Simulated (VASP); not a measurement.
# Pt (R-3m) in VASP: notebook

The runs below take Pt through single point, relaxation of cell and atoms, with r2SCAN.

All numbers are computed with VASP 6.6.1; they aren't measurements. Logs are shortened: lines on timing, memory, paths and dates and some standing lists are left out, and cuts for length are marked.

**1. The cell of the first run**

It takes space group R-3m (No. 166, trigonal). Conventional cell: a = 3.453 Å, b = 3.453 Å, c = 9.605 Å, α = 90.00°, β = 90.00°, γ = 120.00°. Pt (site symmetry 3m) has 6 Pt at 2.31 to 2.85 Å within 3.1 Å.

**2. Single point, r2SCAN**

File POSCAR:

```
Pt
1.0
    1.7265116134      0.9968019447      3.2016087902
   -1.7265116134      0.9968019447      3.2016087902
    0.0000000000     -1.9936038895      3.2016087902
Pt
2
Direct
    0.2275400000      0.2275400000      0.2275400000
    0.7724600000      0.7724600000      0.7724600000
```

File INCAR.step1:

```
SYSTEM = Pt
PREC     = Accurate       ! precision mode
ENCUT    = 520            ! plane-wave cutoff, eV
ISMEAR   = 0              ! smearing method
SIGMA    = 0.1            ! smearing width, eV
LREAL    = .False.        ! projectors in reciprocal space
LASPH    = .True.         ! aspherical terms in the spheres
NELM     = 80             ! most SCF steps
NBANDS   = 17             ! bands
GGA      = PE             ! functional
ALGO     = Normal         ! electronic algorithm
EDIFF    = 1E-4           ! SCF threshold, eV
LWAVE    = .True.         ! write WAVECAR
LCHARG   = .False.        ! write CHGCAR
```

File INCAR.step2:

```
SYSTEM = Pt
PREC     = Accurate       ! precision mode
ENCUT    = 520            ! plane-wave cutoff, eV
EDIFF    = 1E-7           ! SCF threshold, eV
ISMEAR   = 0              ! smearing method
SIGMA    = 0.1            ! smearing width, eV
LREAL    = .False.        ! projectors in reciprocal space
LASPH    = .True.         ! aspherical terms in the spheres
NELM     = 80             ! most SCF steps
ALGO     = Normal         ! electronic algorithm
ISIF     = 2              ! what is computed and relaxed
LWAVE    = .False.        ! write WAVECAR
LCHARG   = .True.         ! write CHGCAR
METAGGA  = R2SCAN         ! meta-GGA
LMIXTAU  = .True.       
LELF     = .True.         ! ELF
LVHAR    = .True.       
NBANDS   = 17             ! bands
ISTART   = 1
```

File KPOINTS:

```
regular mesh
0
Gamma
  6 6 6
  0 0 0
```

Potentials or basis: VASP PAW PBE potentials, release 64 (Pt).

Launch:

```console
> cat potpaw_PBE.64/Pt/POTCAR > POTCAR
> cp INCAR.step1 INCAR
> mpirun -np 1 vasp_std > vasp.out
> cp INCAR.step2 INCAR
> mpirun -np 1 vasp_std > vasp.out
```

OUTCAR:

```text
SYSTEM = Pt
   PREC = Accurate
   ENCUT = 520
   EDIFF = 1E-7
   ISMEAR = 0
   LREAL = .False.
   LASPH = .True.
   NELM = 80
   ISIF = 2
   METAGGA = R2SCAN
   ISTART = 1

 ion  position               nearest neighbor table
   1  0.228  0.228  0.228-   2 2.31   2 2.31   2 2.31   2 2.85   2 2.85   2 2.85
   2  0.772  0.772  0.772-   1 2.31   1 2.31   1 2.31   1 2.85   1 2.85   1 2.85

  LATTYP: Found a trigonal (rhomboedric) cell.
 ALAT       =     3.7715719950
 COS(alpha) =     0.5808936906

  Lattice vectors:

 A1 = (   1.7265116134,   0.9968019447,   3.2016087902)
 A2 = (  -1.7265116134,   0.9968019447,   3.2016087902)
 A3 = (   0.0000000000,  -1.9936038895,   3.2016087902)

Analysis of symmetry for initial positions (statically):
=====================================================================
 Subroutine PRICEL returns:
 Original cell was already a primitive cell.

 Routine SETGRP: Setting up the symmetry group for a
 trigonal (rhombohedral) supercell.

 Subroutine GETGRP returns: Found 12 space group operations
 (whereof 12 operations were pure point group operations)
 out of a pool of 12 trial point group operations.

The static configuration has the point symmetry D_3d.

Analysis of symmetry for dynamics (positions and initial velocities):
=====================================================================
 Subroutine PRICEL returns:
 Original cell was already a primitive cell.

 Routine SETGRP: Setting up the symmetry group for a
 trigonal (rhombohedral) supercell.

 Subroutine GETGRP returns: Found 12 space group operations
 (whereof 12 operations were pure point group operations)
 out of a pool of 12 trial point group operations.

The dynamic configuration has the point symmetry D_3d.

 Subroutine INISYM returns: Found 12 space group operations
 (whereof 12 operations are pure point group operations),
 and found     1 'primitive' translations

----------------------------------------------------------------------------------------

                                     Primitive cell

  volume of cell :      33.0596

  direct lattice vectors                    reciprocal lattice vectors
     1.726511613  0.996801945  3.201608790     0.289601296  0.167201386  0.104114324
    -1.726511613  0.996801945  3.201608790    -0.289601296  0.167201386  0.104114324
     0.000000000 -1.993603889  3.201608790     0.000000000 -0.334402772  0.104114324

  length of vectors
     3.771571995  3.771571995  3.771571995     0.350235644  0.350235644  0.350235644

  position of ions in fractional coordinates (direct lattice)
     0.227540000  0.227540000  0.227540000
     0.772460000  0.772460000  0.772460000

  ion indices of the primitive-cell ions
   primitive index   ion index
                 1           1
                 2           2

----------------------------------------------------------------------------------------

 KPOINTS: regular mesh

Automatic generation of k-mesh.
 Grid dimensions read from file:
 generate k-points for:    6    6    6

 Generating k-lattice:

  Cartesian coordinates                     Fractional coordinates (reciprocal lattice)
     0.048266883  0.027866898  0.017352387     0.166666667  0.000000000  0.000000000
    -0.048266883  0.027866898  0.017352387     0.000000000  0.166666667  0.000000000
     0.000000000 -0.055733795  0.017352387     0.000000000  0.000000000  0.166666667

  Length of vectors
     0.058372607  0.058372607  0.058372607

  Shift w.r.t. Gamma in fractional coordinates (k-lattice)
     0.000000000  0.000000000  0.000000000

 Subroutine IBZKPT returns following result:
 ===========================================

 Found     32 irreducible k-points:

 Following reciprocal coordinates:
            Coordinates               Weight
  0.000000  0.000000  0.000000      1.000000
  0.166667 -0.000000 -0.000000      6.000000
  0.333333  0.000000  0.000000      6.000000
  0.500000  0.000000  0.000000      3.000000
  0.166667  0.166667 -0.000000      6.000000
  0.333333  0.166667  0.000000     12.000000
[... 16 lines left out ...]
  0.500000  0.500000  0.166667      6.000000
 -0.333333  0.500000  0.166667     12.000000
 [... further k-points ...]
   k-points           NKPTS =     32   k-points in BZ     NKDIM =     32   number of bands    NBANDS=     17
   number of dos      NEDOS =    301   number of ions     NIONS =      2
   total plane-waves  NPLWV =  21952
   dimension x,y,z NGX =    28 NGY =   28 NGZ =   28
   dimension x,y,z NGXF=    56 NGYF=   56 NGZF=   56
   ions per type =               2
   NGX,Y,Z   is equivalent  to a cutoff of  12.34, 12.34, 12.34 a.u.
   NGXF,Y,Z  is equivalent  to a cutoff of  24.68, 24.68, 24.68 a.u.
 SYSTEM =  Pt
   PREC   = accura    normal or accurate (medium, high low for compatibility)
   ISTART =      1    job   : 0-new  1-cont  2-samecut
   ICHARG =      0    charge: 1-file 2-atom 10-const
   ISPIN  =      1    spin polarized calculation?
   LNONCOLLINEAR =      F non collinear calculations
   LSORBIT =      F    spin-orbit coupling
   LASPH  =      T    aspherical Exc in radial PAW
   ENCUT  =  520.0 eV  38.22 Ry    6.18 a.u.   7.01  7.01  7.01*2*pi/ulx,y,z
   NELM   =     80;   NELMIN=  2; NELMDL=  0     # of ELM steps
   EDIFF  = 0.1E-06   stopping-criterion for ELM
   LREAL  =      F    real-space projection
   EDIFFG = 0.1E-05   stopping-criterion for IOM
   NSW    =      0    number of steps for IOM
   IBRION =     -1    ionic relax: 0-MD 1-quasi-New 2-CG
   NFREE  =      0    steps in history (QN), initial steepest desc. (CG)
   ISIF   =      2    stress and relaxation
   ISYM   =      2    0-nonsym 1-usesym 2-fastsym
   POTIM  = 0.5000    time-step for ionic-motion
   TEBEG  =    0.0;   TEEND  =   0.0 temperature during run
   PSTRESS=    0.0 pullay stress
   NELECT =      20.0000    total number of electrons
   NUPDOWN=      -1.0000    fix difference up-down
   EMIN   =  10.00;   EMAX   =-10.00  energy-range for DOS
   EFERMI =   0.00;   METHOD = LEGACY
   ISMEAR =     0;   SIGMA  =   0.10  broadening in eV -4-tet -1-fermi 0-gaus
   EFERMI_NEDOS =   21; number of points for ismear=-14 and -15
   IALGO  =     38    algorithm
   IMIX   =      4    mixing-type and parameters
     AMIX     =   0.40;   BMIX     =  1.00
     AMIX_MAG =   1.60;   BMIX_MAG =  1.00
  volume/ion in A,a.u.               =      16.53       111.55
  Fermi-wavevector in a.u.,A,eV,Ry     =   1.384583  2.616482 26.083306  1.917069
  Thomas-Fermi vector in A             =   2.509073
   LORBIT       =      0    0 simple, 1 ext, 2 COOP (PROOUT), +10 PAW based schemes
   METAGGA = R2SCAN    functional components
   LHFCALC =     F    Hartree Fock is set to
   AEXX    =    0.0000 exact exchange contribution
   IVDW    =     0    specifies the selected vdW correction
   LEPSILON=     F    determine dielectric tensor
   LRPA    =     F    only Hartree local field effects (RPA)
 non-spin polarized calculation
 Gauss-broadening in eV      SIGMA  =   0.10
  energy-cutoff  :      520.00
  volume of cell :       33.06
 maximum number of plane-waves:       901
   NGX = 15   NGY = 15   NGZ = 15

 number of electron      20.0000001 magnetization

 Free energy of the ion-electron system (eV)
  ---------------------------------------------------
  ext. energy  EPLUGINS =         0.00000000
  ---------------------------------------------------
  free energy    TOTEN  =      -100.71102775 eV

  energy without entropy =     -100.70096869  energy(sigma->0) =     -100.70599822

 E-fermi :   9.7667     XC(G=0): -13.7173

 val. band max:        9.7066775785   @ k =  -0.3333   0.1667   0.1667
 cond. band min:       9.7711355429   @ k =   0.3333   0.0000   0.0000
 fundamental gap:      0.0644579644
 Fermi energy:         9.7666945032

 k-point     1 :       0.0000    0.0000    0.0000
  band No.  band energies     occupation
      1       0.0668      2.00000
      2       2.7324      2.00000
      3       2.7324      2.00000
      4       3.4588      2.00000
      5       3.4588      2.00000
      6       3.4849      2.00000
[... 9 lines left out ...]
     16      24.7886      0.00000
     17      25.5897      0.00000

 k-point     2 :       0.1667   -0.0000   -0.0000
  band No.  band energies     occupation
      1       0.7720      2.00000
      2       2.7733      2.00000
      3       2.9781      2.00000
      4       3.4876      2.00000
      5       3.9524      2.00000
      6       4.0321      2.00000
[... 9 lines left out ...]
     16      25.4192      0.00000
     17      25.5625      0.00000

 k-point     3 :       0.3333    0.0000    0.0000
  band No.  band energies     occupation
      1       2.6528      2.00000
      2       3.2255      2.00000
      3       3.7403      2.00000
      4       3.7810      2.00000
      5       5.0596      2.00000
      6       5.1070      2.00000
[... 9 lines left out ...]
     16      25.0372      0.00000
     17      25.8431      0.00000

 k-point     4 :       0.5000    0.0000    0.0000
  band No.  band energies     occupation
      1       3.6501      2.00000
      2       3.9370      2.00000
      3       4.5975      2.00000
      4       4.6667      2.00000
      5       4.9919      2.00000
      6       5.7174      2.00000
[... 9 lines left out ...]
     16      25.0951      0.00000
     17      26.2031      0.00000
[... 343 lines left out ...]
      1       2.7608      2.00000
      2       3.0520      2.00000
      3       4.0936      2.00000
      4       4.7300      2.00000
      5       5.1737      2.00000
      6       5.6629      2.00000
[... 9 lines left out ...]
     16      24.7934      0.00000
     17      26.4562      0.00000

 k-point    23 :       0.5000    0.5000    0.1667
  band No.  band energies     occupation
      1       2.6043      2.00000
      2       2.9317      2.00000
      3       3.5637      2.00000
      4       4.3144      2.00000
      5       5.7419      2.00000
      6       5.8884      2.00000
[... 9 lines left out ...]
     16      24.1739      0.00000
     17      28.2134      0.00000

 k-point    24 :      -0.3333    0.5000    0.1667
  band No.  band energies     occupation
      1       2.8278      2.00000
      2       3.3640      2.00000
      3       3.6772      2.00000
      4       4.4580      2.00000
      5       4.8459      2.00000
      6       6.8805      2.00000
[... 9 lines left out ...]
     16      25.8037      0.00000
     17      27.2682      0.00000

 [... further k-points ...]

------------------------ aborting loop because EDIFF is reached ----------------------------------------

  FORCE on cell =-STRESS in cart. coord.  units (eV):
  Direction    XX          YY          ZZ          XY          YZ          ZX
  --------------------------------------------------------------------------------------
  -------------------------------------------------------------------------------------
  Total       10.4224120     10.4224120      4.5601277      0.0000000     -0.0000000     -0.0000000
  in kB      505.1041382    505.1041382    220.9986863      0.0000000     -0.0000000     -0.0000000
  external PRESSURE =     410.4023209 kB  Pullay stress =       0.0000000 kB

 VOLUME and BASIS-vectors are now :
 -----------------------------------------------------------------------------
  energy-cutoff  :      520.00
  volume of cell :       33.06
      direct lattice vectors                 reciprocal lattice vectors
     1.726511613  0.996801945  3.201608790     0.289601296  0.167201386  0.104114324
    -1.726511613  0.996801945  3.201608790    -0.289601296  0.167201386  0.104114324
     0.000000000 -1.993603889  3.201608790     0.000000000 -0.334402772  0.104114324

 POSITION                                       TOTAL-FORCE (eV/Angst)
 -----------------------------------------------------------------------------------
      0.00000     -0.00000      2.18548         0.000000     -0.000000      6.506598
      0.00000     -0.00000      7.41934         0.000000      0.000000     -6.506598
 -----------------------------------------------------------------------------------
    total drift:                               -0.000000      0.000000     -0.000000

  FREE ENERGIE OF THE ION-ELECTRON SYSTEM (eV)
  ---------------------------------------------------
  free  energy   TOTEN  =      -100.7110277543 eV

  energy  without entropy=     -100.7009686853  energy(sigma->0) =     -100.70599822
```

Run time: 35 s. Hardware: 1 thread of Intel Xeon 6975P-C (Granite Rapids), shared host; peak memory 0.17 GiB.

What came out:

| Property | Result |
| --- | --- |
| Free energy | -100.7110 eV |
| Pressure | 41.0 GPa |
| Largest force | 6.507 eV/Å |
| Band gap on the k mesh | zero (band 10 reaches 11.56 eV, above the bottom of band 11 at 8.69 eV) |

Forces on the atoms (eV/Å):
```
Pt   0.000  0.000  6.507
Pt   0.000  0.000 -6.507
```

Stress tensor (GPa, compression positive):
```
50.51  0.00  0.00
 0.00 50.51  0.00
 0.00  0.00 22.10
```

Caveat: the k points lie up to 0.37 Å⁻¹ apart; the PAW data sets were made with another functional, which shifts forces and pressure a little; spin-orbit coupling is left out, which moves the levels of the heavy elements.

**3. Relaxation of cell and atoms, r2SCAN**

POSCAR is that of step 2.

File INCAR.step1:

```
SYSTEM = Pt
ALGO     = Normal         ! electronic algorithm
EDIFF    = 1E-4           ! SCF threshold, eV
ENCUT    = 600            ! plane-wave cutoff, eV
GGA      = PE             ! functional
ISMEAR   = 0              ! smearing method
LASPH    = .True.         ! aspherical terms in the spheres
LCHARG   = .False.        ! write CHGCAR
LREAL    = .False.        ! projectors in reciprocal space
LWAVE    = .True.         ! write WAVECAR
NELM     = 100            ! most SCF steps
PREC     = Accurate       ! precision mode
SIGMA    = 0.1            ! smearing width, eV
```

File INCAR.step2:

```
SYSTEM = Pt
ALGO     = Normal         ! electronic algorithm
EDIFF    = 1E-6           ! SCF threshold, eV
EDIFFG   = -0.04          ! ionic threshold
ENCUT    = 600            ! plane-wave cutoff, eV
IBRION   = 2              ! ionic algorithm
ISIF     = 3              ! what is computed and relaxed
ISMEAR   = 0              ! smearing method
ISTART   = 1            
LASPH    = .True.         ! aspherical terms in the spheres
LCHARG   = .False.        ! write CHGCAR
LMIXTAU  = .True.       
LREAL    = .False.        ! projectors in reciprocal space
LWAVE    = .False.        ! write WAVECAR
METAGGA  = R2SCAN         ! meta-GGA
NELM     = 100            ! most SCF steps
NSW      = 90             ! ionic steps
PREC     = Accurate       ! precision mode
SIGMA    = 0.1            ! smearing width, eV
```

File KPOINTS:

```
k-points
0
Gamma
  6 6 6
  0 0 0
```

Potentials or basis: VASP PAW PBE potentials, release 64 (Pt).

Launch:

```console
> cat potpaw_PBE.64/Pt/POTCAR > POTCAR
> cp INCAR.step1 INCAR
> mpirun -np 1 vasp_std > vasp.out
> cp INCAR.step2 INCAR
> mpirun -np 1 vasp_std > vasp.out
```

Run time: 11 min. Hardware: 1 thread of Intel Xeon 6975P-C (Granite Rapids), shared host; peak memory 0.19 GiB.

It converged, with:

```yaml
Free_energy: -102.1554 eV
Relaxed_volume: 17.70 Å³/atom
Relaxed_cell: a = 3.689 Å, b = 3.689 Å, c = 3.689 Å, α = 59.88°, β = 59.88°, γ = 59.88°
Space_group_after_relaxing_to_0.05_Å: Pm-3m (No. 221)
Energy_gained_by_relaxing: 722.9 meV/atom
Ionic_steps: 20
Pressure_after_relaxing: -0.3 GPa
Largest_force_after_relaxing: 0.012 eV/Å
Band_gap_on_the_k_mesh: zero (band 10 reaches 10.52 eV, above the bottom of band 11 at 7.32 eV)
```

Forces in eV/Å, atoms in the order of the input:
```
Pt   0.000  0.000  0.012
Pt   0.000  0.000 -0.012
```

The path:
```csv
step,energy change (eV),largest force (eV/Å),pressure (GPa),volume (Å³)
1,0.0000,6.5062,41.10,33.06
2,1.5828,0.5785,-25.58,57.51
3,0.0431,0.0006,-27.16,47.98
4,-0.7759,0.2718,-21.96,42.61
5,-1.1101,1.6838,-5.11,37.64
6,-1.1149,1.3796,-8.14,38.25
7,-1.1153,1.4614,-7.34,38.08
8,-1.3722,1.1803,3.31,35.02
9,-1.3784,0.5957,11.08,33.71
10,-1.3877,0.9494,7.27,34.30
11,-1.3810,1.0061,-0.16,35.62
12,-1.4385,0.1226,2.90,34.87
13,-1.4385,0.1717,2.75,34.90
14,-1.4368,0.1667,-3.05,35.93
15,-1.4435,0.0049,-0.02,35.37
16,-1.4435,0.0014,-0.05,35.38
17,-1.4438,0.0038,-0.05,35.37
18,-1.4446,0.0207,0.03,35.35
19,-1.4456,0.0535,0.24,35.32
20,-1.4457,0.0120,-0.30,35.41
```

Final structure:
```xyz
2
Lattice="1.8413 1.0631 3.0148 -1.8413 1.0631 3.0148 0.0000 -2.1261 3.0148" Properties=species:S:1:pos:R:3 pbc="T T T"
Pt    0.0000    0.0000    2.2607
Pt    0.0000    0.0000    6.7838
```

Levels at points of the mesh, in eV from the Fermi level:
```tsv
k point	band 8	band 9	band 10	band 11	band 12	band 13
(0.00, 0.00, 0.00)	0.31	0.31	2.28	2.28	10.57	10.65
(0.50, 0.00, 0.00)	-2.08	-2.08	-2.08	-0.67	-0.67	13.65
(0.50, 0.50, 0.00)	-1.55	-0.28	0.53	2.13	4.84	4.85
(0.50, 0.50, 0.50)	-2.09	-2.09	-2.09	-0.70	-0.69	13.68
```

Caveat: the k points lie up to 0.35 Å⁻¹ apart in the final cell; the PAW data sets were made with another functional, which shifts forces and pressure a little; spin-orbit coupling is left out, which moves the levels of the heavy elements.
